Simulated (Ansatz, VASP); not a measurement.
## One calculation of O, two programs

File POSCAR:

```
O
1.0
    3.8922577202      0.0000000000      0.0000000000
    0.0000000000      3.7894570000      0.0000000000
   -0.9966562331      0.0000000000      2.9534146937
O
4
Direct
    0.3329660000      0.6941230000      0.6812950000
    0.6670340000      0.6941230000      0.8187050000
    0.6670340000      0.3058770000      0.3187050000
    0.3329660000      0.3058770000      0.1812950000
```

File INCAR.step1:

```
PREC = Accurate ; ENCUT = 600
ISMEAR = 0 ; SIGMA = 0.1
LREAL = False ; LASPH = True
NELM = 80 ; GGA = PE
ALGO = Normal ; EDIFF = 1E-4
LWAVE = True ; LCHARG = False
```

File INCAR.step2:

```
PREC = Accurate ; ENCUT = 600
EDIFF = 1E-6 ; ISMEAR = 0
SIGMA = 0.1 ; LREAL = False
LASPH = True ; NELM = 80
ALGO = Normal ; ISIF = 3
LWAVE = False ; LCHARG = False
METAGGA = R2SCAN ; LMIXTAU = True
IBRION = 2 ; NSW = 90
EDIFFG = -0.04 ; ISTART = 1
```

KPOINTS

```
Automatic mesh
0
Gamma
  6 4 6
```

Input for Ansatz:

```yaml
crystal:
  lattice:
    - [3.8922577202, 0.0, 0.0]
    - [0.0, 3.789457, 0.0]
    - [-0.9966562331, 0.0, 2.9534146937]
  atoms:
    - { symbol: O, position: [0.332966, 0.694123, 0.681295] }
    - { symbol: O, position: [0.667034, 0.694123, 0.818705] }
    - { symbol: O, position: [0.667034, 0.305877, 0.318705] }
    - { symbol: O, position: [0.332966, 0.305877, 0.181295] }
basis:
  ecutwfc: 500
kpoints:
  mp_grid: { grid: [6, 4, 6] }
hamiltonian:
  xc: r2scan
scf:
  occupations: { method: gaussian, width: 0.1 }
  lower_state_search: "off"
output:
  forces: true
  stress: true
  eigenvalues: true
relax:
  adjacent_minimum: "off"
  f_tol: 0.04
  max_steps: 70
  cell: { stress_tol: 0.4 }
```

Alike in both runs: task relaxation of cell and atoms; functional r2SCAN; k mesh 6 × 4 × 6; occupations gaussian, width 0.1 eV; no spin polarisation.

|  | VASP | Ansatz |
| --- | --- | --- |
| version | VASP 6.6.1 | Ansatz 0.2.0 |
| potentials or method | VASP PAW PBE potentials, release 64 (O), cutoff 600 eV | scalar-relativistic, plane waves, PAW |
| valence electrons in the cell | 24 | 24 |

|  | VASP | Ansatz | Ansatz less VASP |
| --- | --- | --- | --- |
| gap on the k mesh at the Fermi level, each at its own relaxed structure (eV) | 1.04 | 1.06 | +0.024 |
| relaxed volume (Å³/atom) | 11.90 | 12.12 | +0.216 |
| relaxed length of the cell vector where the two differ most in proportion (Å) | 4.083 | 4.126 | +0.0429 |

VASP's potentials were made for PBE, not for r2SCAN.

Noted on VASP's run: the standard files for N, O and F lose accuracy on very short bonds; spin is off for a triplet molecule.
